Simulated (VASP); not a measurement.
# Ni2Ge (P6_3/mmc) in VASP: a series of runs, part 2 of 2

VASP 6.6.1. Earlier steps stand in the parts before.

## Step 4: Single point, r2SCAN

This run uses another cell than the first one, of 11.69 Å³/atom.

POSCAR reads:

```
Ni2Ge
1.0
    3.9964933412      0.0000000000      0.0000000000
   -1.9982466706      3.4610647595      0.0000000000
    0.0000000000      0.0000000000      5.0720062742
Ni Ge
4 2
Direct
    0.6666666667      0.3333333333      0.2500000000
    0.3333333333      0.6666666667      0.7500000000
    0.0000000000      0.0000000000      0.0000000000
    0.0000000000      0.0000000000      0.5000000000
    0.6666666667      0.3333333333      0.7500000000
    0.3333333333      0.6666666667      0.2500000000
```

INCAR.step1 reads:

```
ALGO = Normal
EDIFF = 1E-4
ENCUT = 520
GGA = PE
ISMEAR = 0
LASPH = True
LCHARG = False
LREAL = False
LWAVE = True
NBANDS = 43
NELM = 80
PREC = Accurate
SIGMA = 0.1
```

INCAR.step2 reads:

```
ALGO = Normal
EDIFF = 1E-6
ENCUT = 520
ISIF = 2
ISMEAR = 0
ISTART = 1
LASPH = True
LCHARG = False
LMIXTAU = True
LREAL = False
LWAVE = False
METAGGA = R2SCAN
NBANDS = 43
NELM = 80
PREC = Accurate
SIGMA = 0.1
```

KPOINTS reads:

```
k-points
0
Gamma
  12 12 8
```

Potentials or basis: VASP PAW PBE potentials, release 64 (Ni, Ge_d).

Launch:

```
cat potpaw_PBE.64/Ni/POTCAR potpaw_PBE.64/Ge_d/POTCAR > POTCAR
cp INCAR.step1 INCAR
mpirun -np 1 vasp_std > vasp.out
cp INCAR.step2 INCAR
mpirun -np 1 vasp_std > vasp.out
```

OUTCAR:

```text
EDIFF = 1E-6
   ENCUT = 520
   ISIF = 2
   ISMEAR = 0
   ISTART = 1
   LASPH = True
   LREAL = False
   METAGGA = R2SCAN
   NELM = 80
   PREC = Accurate

 ion  position               nearest neighbor table
   1  0.667  0.333  0.250-   6 2.31   6 2.31   6 2.31   5 2.54   5 2.54   3 2.63   4 2.63   3 2.63
                             4 2.63   3 2.63   4 2.63
   2  0.333  0.667  0.750-   5 2.31   5 2.31   5 2.31   6 2.54   6 2.54   3 2.63   4 2.63   4 2.63
                             3 2.63   4 2.63   3 2.63
   3  0.000  0.000  0.000-   4 2.54   4 2.54   1 2.63   5 2.63   6 2.63   2 2.63   2 2.63   6 2.63
                             1 2.63   5 2.63   1 2.63   5 2.63   2 2.63   6 2.63
   4  0.000  0.000  0.500-   3 2.54   3 2.54   1 2.63   5 2.63   6 2.63   2 2.63   2 2.63   6 2.63
                             1 2.63   5 2.63   1 2.63   5 2.63   2 2.63   6 2.63
   5  0.667  0.333  0.750-   2 2.31   2 2.31   2 2.31   1 2.54   1 2.54   3 2.63   4 2.63   3 2.63
                             4 2.63   3 2.63   4 2.63
   6  0.333  0.667  0.250-   1 2.31   1 2.31   1 2.31   2 2.54   2 2.54   3 2.63   4 2.63   4 2.63
                             3 2.63   4 2.63   3 2.63

  LATTYP: Found a hexagonal cell.
 ALAT       =     3.9964933412
 C/A-ratio  =     1.2691141561

  Lattice vectors:

 A1 = (   3.9964933412,   0.0000000000,   0.0000000000)
 A2 = (  -1.9982466706,   3.4610647595,   0.0000000000)
 A3 = (   0.0000000000,   0.0000000000,   5.0720062742)

Analysis of symmetry for initial positions (statically):
=====================================================================
 Subroutine PRICEL returns:
 Original cell was already a primitive cell.

 Routine SETGRP: Setting up the symmetry group for a
 hexagonal supercell.

 Subroutine GETGRP returns: Found 24 space group operations
 (whereof 12 operations were pure point group operations)
 out of a pool of 24 trial point group operations.

The static configuration has the point symmetry D_3d.
 The point group associated with its full space group is D_6h.

Analysis of symmetry for dynamics (positions and initial velocities):
=====================================================================
 Subroutine PRICEL returns:
 Original cell was already a primitive cell.

 Routine SETGRP: Setting up the symmetry group for a
 hexagonal supercell.

 Subroutine GETGRP returns: Found 24 space group operations
 (whereof 12 operations were pure point group operations)
 out of a pool of 24 trial point group operations.

The dynamic configuration has the point symmetry D_3d.
 The point group associated with its full space group is D_6h.

 Subroutine INISYM returns: Found 24 space group operations
 (whereof 12 operations are pure point group operations),
 and found     1 'primitive' translations

----------------------------------------------------------------------------------------

                                     Primitive cell

  volume of cell :      70.1566

[... 39 lines left out ...]

  Length of vectors
     0.024077369  0.024077369  0.024645080

  Shift w.r.t. Gamma in fractional coordinates (k-lattice)
     0.000000000  0.000000000  0.000000000

 Subroutine IBZKPT returns following result:
 ===========================================

 Found     95 irreducible k-points:

 Following reciprocal coordinates:
            Coordinates               Weight
  0.000000  0.000000  0.000000      1.000000
  0.083333  0.000000  0.000000      6.000000
  0.166667 -0.000000  0.000000      6.000000
  0.250000 -0.000000  0.000000      6.000000
  0.333333  0.000000  0.000000      6.000000
  0.416667 -0.000000  0.000000      6.000000
[... 16 lines left out ...]
  0.250000 -0.000000  0.125000     12.000000
  0.333333  0.000000  0.125000     12.000000
 [... further k-points ...]
   k-points           NKPTS =     95   k-points in BZ     NKDIM =     95   number of bands    NBANDS=     43
   number of dos      NEDOS =    301   number of ions     NIONS =      6
   total plane-waves  NPLWV =  36000
   dimension x,y,z NGX =    30 NGY =   30 NGZ =   40
   dimension x,y,z NGXF=    60 NGYF=   60 NGZF=   80
   ions per type =               4   2
   NGX,Y,Z   is equivalent  to a cutoff of  12.48, 12.48, 13.11 a.u.
   NGXF,Y,Z  is equivalent  to a cutoff of  24.96, 24.96, 26.22 a.u.
 SYSTEM =  unknown system
   PREC   = accura    normal or accurate (medium, high low for compatibility)
   ISTART =      1    job   : 0-new  1-cont  2-samecut
   ICHARG =      0    charge: 1-file 2-atom 10-const
   ISPIN  =      1    spin polarized calculation?
   LNONCOLLINEAR =      F non collinear calculations
   LSORBIT =      F    spin-orbit coupling
   LASPH  =      T    aspherical Exc in radial PAW
   ENCUT  =  520.0 eV  38.22 Ry    6.18 a.u.   7.43  7.43  9.43*2*pi/ulx,y,z
   NELM   =     80;   NELMIN=  2; NELMDL=  0     # of ELM steps
   EDIFF  = 0.1E-05   stopping-criterion for ELM
   LREAL  =      F    real-space projection
   EDIFFG = 0.1E-04   stopping-criterion for IOM
   NSW    =      0    number of steps for IOM
   IBRION =     -1    ionic relax: 0-MD 1-quasi-New 2-CG
   NFREE  =      0    steps in history (QN), initial steepest desc. (CG)
   ISIF   =      2    stress and relaxation
   ISYM   =      2    0-nonsym 1-usesym 2-fastsym
   POTIM  = 0.5000    time-step for ionic-motion
   TEBEG  =    0.0;   TEEND  =   0.0 temperature during run
   PSTRESS=    0.0 pullay stress
   NELECT =      68.0000    total number of electrons
   NUPDOWN=      -1.0000    fix difference up-down
   EMIN   =  10.00;   EMAX   =-10.00  energy-range for DOS
   EFERMI =   0.00;   METHOD = LEGACY
   ISMEAR =     0;   SIGMA  =   0.10  broadening in eV -4-tet -1-fermi 0-gaus
   EFERMI_NEDOS =   21; number of points for ismear=-14 and -15
   IALGO  =     38    algorithm
   IMIX   =      4    mixing-type and parameters
     AMIX     =   0.40;   BMIX     =  1.00
     AMIX_MAG =   1.60;   BMIX_MAG =  1.00
  volume/ion in A,a.u.               =      11.69        78.91
  Fermi-wavevector in a.u.,A,eV,Ry     =   1.620149  3.061638 35.713695  2.624883
  Thomas-Fermi vector in A             =   2.714134
   LORBIT       =      0    0 simple, 1 ext, 2 COOP (PROOUT), +10 PAW based schemes
   METAGGA = R2SCAN    functional components
   LHFCALC =     F    Hartree Fock is set to
   AEXX    =    0.0000 exact exchange contribution
   IVDW    =     0    specifies the selected vdW correction
   LEPSILON=     F    determine dielectric tensor
   LRPA    =     F    only Hartree local field effects (RPA)
 non-spin polarized calculation
 Gauss-broadening in eV      SIGMA  =   0.10
  energy-cutoff  :      520.00
  volume of cell :       70.16
 maximum number of plane-waves:      1912
 NGX is ok and might be reduce to    30
   NGX = 15   NGY = 15   NGZ = 19

 number of electron      68.0000026 magnetization

 Free energy of the ion-electron system (eV)
  ---------------------------------------------------
  ext. energy  EPLUGINS =         0.00000000
  ---------------------------------------------------
  free energy    TOTEN  =       -77.02050060 eV

  energy without entropy =      -77.00174500  energy(sigma->0) =      -77.01112280

 E-fermi :   9.9403     XC(G=0): -14.4558

 val. band max:        9.9279896054   @ k =   0.1667  -0.0000   0.0000
 cond. band min:       9.9404997982   @ k =   0.2500  -0.0000   0.3750
 fundamental gap:      0.0125101927
 Fermi energy:         9.9402716138

 k-point     1 :       0.0000    0.0000    0.0000
  band No.  band energies     occupation
      1     -15.6414      2.00000
      2     -15.6321      2.00000
      3     -15.6102      2.00000
      4     -15.6101      2.00000
      5     -15.5777      2.00000
      6     -15.5777      2.00000
[... 1093 lines left out ...]
     42      17.7477      0.00000
     43      18.9223      0.00000

 [... further k-points ...]
[... 5 lines left out ...]
  --------------------------------------------------------------------------------------
  -------------------------------------------------------------------------------------
  Total       -1.2437664     -1.2437664     -1.2953769      0.0000000      0.0000000      0.0000000
  in kB      -28.4040855    -28.4040855    -29.5827218      0.0000000      0.0000000      0.0000000
  external PRESSURE =     -28.7969643 kB  Pullay stress =       0.0000000 kB

 VOLUME and BASIS-vectors are now :
 -----------------------------------------------------------------------------
  energy-cutoff  :      520.00
  volume of cell :       70.16
      direct lattice vectors                 reciprocal lattice vectors
     3.996493341  0.000000000  0.000000000     0.250219358  0.144464214  0.000000000
    -1.998246671  3.461064760  0.000000000     0.000000000  0.288928428  0.000000000
     0.000000000  0.000000000  5.072006274     0.000000000  0.000000000  0.197160639

 POSITION                                       TOTAL-FORCE (eV/Angst)
 -----------------------------------------------------------------------------------
      1.99825      1.15369      1.26800        -0.000000      0.000000      0.000000
     -0.00000      2.30738      3.80400         0.000000     -0.000000      0.000000
      0.00000      0.00000      0.00000        -0.000000      0.000000      0.000000
      0.00000      0.00000      2.53600        -0.000000      0.000000      0.000000
      1.99825      1.15369      3.80400         0.000000     -0.000000      0.000000
     -0.00000      2.30738      1.26800        -0.000000      0.000000      0.000000
 -----------------------------------------------------------------------------------
    total drift:                               -0.000000      0.000000     -0.000000

  FREE ENERGIE OF THE ION-ELECTRON SYSTEM (eV)
  ---------------------------------------------------
  free  energy   TOTEN  =       -77.0205006038 eV

  energy  without entropy=      -77.0017450009  energy(sigma->0) =      -77.01112280
```

It took 11 min on 1 thread of AMD EPYC 9R45 (Zen 5), shared host; peak memory 0.32 GiB.

Results:

| Property | Result |
| --- | --- |
| Free energy | -77.0205 eV |
| Pressure | -2.9 GPa |
| Band gap on the k mesh | zero (bands 34 and 35 overlap by 3.04 eV) |

Stress tensor (GPa, compression positive):
```
-2.84  0.00  0.00
 0.00 -2.84  0.00
 0.00  0.00 -2.96
```

Caveat: the PAW data sets were made with another functional, which shifts forces and pressure a little. Spin polarisation is off, so any magnetic state and its effect on volume and gap are missing.

## Step 5: Single point, r2SCAN (equal strain along all axes, cell held: +2.0 %)

POSCAR: that of step 4 with these lines changed.

```diff
@@ -2,5 +2,5 @@
 1.0
-    3.9964933412      0.0000000000      0.0000000000
-   -1.9982466706      3.4610647595      0.0000000000
-    0.0000000000      0.0000000000      5.0720062742
+    4.0577033337      0.0000000000      0.0000000000
+   -2.0288516668      3.5140741680      0.0000000000
+    0.0000000000      0.0000000000      5.1381230819
 Ni Ge
```

INCAR.step1 reads:

```
PREC = Accurate
ENCUT = 520
ISMEAR = 0
SIGMA = 0.1
LREAL = F
LASPH = T
NELM = 100
NBANDS = 43
GGA = PE
ALGO = Normal
EDIFF = 1E-4
LWAVE = T
LCHARG = F
```

INCAR.step2 reads:

```
PREC = Accurate
ENCUT = 520
EDIFF = 1E-6
ISMEAR = 0
SIGMA = 0.1
LREAL = F
LASPH = T
NELM = 100
ALGO = Normal
ISIF = 2
LWAVE = F
LCHARG = F
METAGGA = R2SCAN
LMIXTAU = T
NBANDS = 43
ISTART = 1
```

KPOINTS reads:

```
regular mesh
0
Gamma
  12 12 8
```

Launch:

```
cat potpaw_PBE.64/Ni/POTCAR potpaw_PBE.64/Ge_d/POTCAR > POTCAR
cp INCAR.step1 INCAR
mpirun -np 1 vasp_std > vasp.out
cp INCAR.step2 INCAR
mpirun -np 1 vasp_std > vasp.out
```

Wall time 8.6 min (1 thread of Intel Xeon 6975P-C (Granite Rapids), shared host); peak memory 0.36 GiB.

The run converged. Its results:

```yaml
Free_energy: -76.8922 eV
Pressure: -10.1 GPa
Band_gap_on_the_k_mesh: zero (bands 34 and 35 overlap by 2.81 eV)
```

Stress tensor (GPa, compression positive):
```
-10.64   0.00   0.00
  0.00 -10.64   0.00
  0.00   0.00  -9.04
```

Levels at points of the mesh, in eV from the Fermi level:
| k point | band 31 | band 32 | band 33 | band 34 | band 35 | band 36 | band 37 | band 38 |
| --- | --- | --- | --- | --- | --- | --- | --- | --- |
| (0.00, 0.00, 0.00) | -0.57 | -0.57 | 0.09 | 2.23 | 2.64 | 2.64 | 2.89 | 2.89 |
| (0.50, 0.00, 0.00) | -1.11 | -1.11 | -0.95 | -0.61 | -0.52 | 0.60 | 1.71 | 3.05 |
| (0.00, 0.00, 0.50) | -1.07 | -1.07 | 1.39 | 1.39 | 3.17 | 3.17 | 3.17 | 3.17 |
| (0.50, 0.00, 0.50) | -1.12 | -1.12 | -0.81 | -0.81 | 0.87 | 0.87 | 2.49 | 2.49 |

Caveat: the cell differs from its parent crystal (equal strain along all axes, cell held: +2.0 %); the cell stands under tension; the PAW data sets were made with another functional, which shifts forces and pressure a little.

## Step 6: Overview

```csv
cell,gap on the mesh (eV),pressure (GPa)
"a = 3.938, b = 3.938, c = 4.987 Å, angles 90.0, 90.0, 120.0°, 6 atoms",none,6.7
"a = 3.978, b = 3.978, c = 5.037 Å, angles 90.0, 90.0, 120.0°, 6 atoms",none,0.2
"a = 3.996, b = 3.996, c = 5.072 Å, angles 90.0, 90.0, 120.0°, 6 atoms",none,-2.9
"a = 4.058, b = 4.058, c = 5.138 Å, angles 90.0, 90.0, 120.0°, 6 atoms",none,-10.1
```

Alike in all rows: task single point; level r2SCAN; potentials or basis VASP PAW PBE potentials, release 64 (Ni, Ge_d); no spin polarisation; k mesh 12 × 12 × 8; cutoff (eV) 520; smearing gaussian 0.1 eV.

Caveats: the PAW data sets were made with another functional, which shifts forces and pressure a little; the cell stands under pressure (at least some runs); the cell stands under tension (at least some runs).

Total energies depend on the potentials used, so only differences within one code and one set of settings carry meaning.
